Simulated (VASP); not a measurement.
Write the native input for VASP 6.6.1 that does the following.

| Property | Result |
| --- | --- |
| Task | single point |
| Functional | PBE |
| Potentials or basis | VASP PAW PBE potentials, release 64 (Ru_pv, C) |
| Cutoff | 520 eV |
| k mesh | 8 × 4 × 4 |
| Occupations | gaussian, width 0.2 eV |
| Spin | no spin polarisation |
| Dipole correction | no |
| Further INCAR settings | ALGO = Normal; EDIFF = 1e-07; NBANDS = 41 |

The structure of Ru2C lies in POSCAR:

```
Ru2C
1.0
    2.8116722387      0.0000000000      0.0000000000
    0.0000000000      4.8699591716      0.0000000000
    0.0000000000      0.0000000000      4.9857801814
Ru C
4 2
Direct
    0.5000000000      0.1666666667      0.2362637448
    1.0000000000      0.6666666667      0.2362637448
    1.0000000000      0.3333333333      0.7637362552
    0.5000000000      0.8333333333      0.7637362552
    0.5000000000      0.5000000000      0.5000000000
    0.0000000000      0.0000000000      0.5000000000
```

The input as run:

INCAR

```
ALGO     = Normal         # electronic algorithm
EDIFF    = 1E-7           # SCF threshold, eV
ENCUT    = 520            # plane-wave cutoff, eV
GGA      = PE             # functional
ISIF     = 2              # what is computed and relaxed
ISMEAR   = 0              # smearing method
LASPH    = T              # aspherical terms in the spheres
LCHARG   = F              # write CHGCAR
LREAL    = F              # projectors in reciprocal space
LWAVE    = F              # write WAVECAR
NBANDS   = 41             # bands
NELM     = 80             # most SCF steps
PREC     = Accurate       # precision mode
SIGMA    = 0.2            # smearing width, eV
```

KPOINTS

```
k-points
0
Gamma
  8 4 4
```

Potentials or basis: VASP PAW PBE potentials, release 64 (Ru_pv, C).

The run is started by

```console
$ cat potpaw_PBE.64/Ru_pv/POTCAR potpaw_PBE.64/C/POTCAR > POTCAR
$ mpirun -np 1 vasp_std > vasp.out
```

Results of the run:

```
Pressure               : 0.5 GPa
Largest force          : 0.067 eV/Å
Band gap on the k mesh : zero (band 32 reaches 12.67 eV, above the bottom of band 33 at 11.30 eV)
```

Wall time 100 s on 1 thread of Intel(R) Xeon(R) Platinum 8488C (Sapphire Rapids), on a shared host, peak memory 0.24 GiB.
